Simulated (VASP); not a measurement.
Runs of VASP 6.6.1 on CaSe. The structure is that of space group Immm (No. 71), or close to it. The cells are those of the table. 

| cell | gap on the mesh (eV) | pressure (GPa) |
| --- | --- | --- |
| a = 4.181, b = 4.181, c = 4.311 Å, angles 59.0, 59.0, 57.9°, 2 atoms | 1.71 | -0.9 |
| a = 4.182, b = 4.182, c = 4.337 Å, angles 58.8, 58.8, 57.5°, 2 atoms | 1.66 | -0.9 |
| a = 4.183, b = 4.183, c = 3.971 Å, angles 61.7, 61.7, 63.3°, 2 atoms | (a) | -0.9 |
| a = 4.182, b = 4.182, c = 4.363 Å, angles 58.6, 58.6, 57.1°, 2 atoms | 1.61 | -0.9 |

Alike in all rows: task single point; level PBEsol; potentials or basis VASP PAW PBE potentials, release 64 (Ca_sv, Se); no spin polarisation; k mesh 8 × 8 × 8; cutoff (eV) 520; smearing gaussian 0.05 eV.

Question: Fill in the values left out.

Answer: (a) 1.56.

Caveats: the PAW data sets were made with another functional, which shifts forces and pressure a little.

A k mesh can miss the band edges, and the runs leave out spin-orbit coupling on Se.
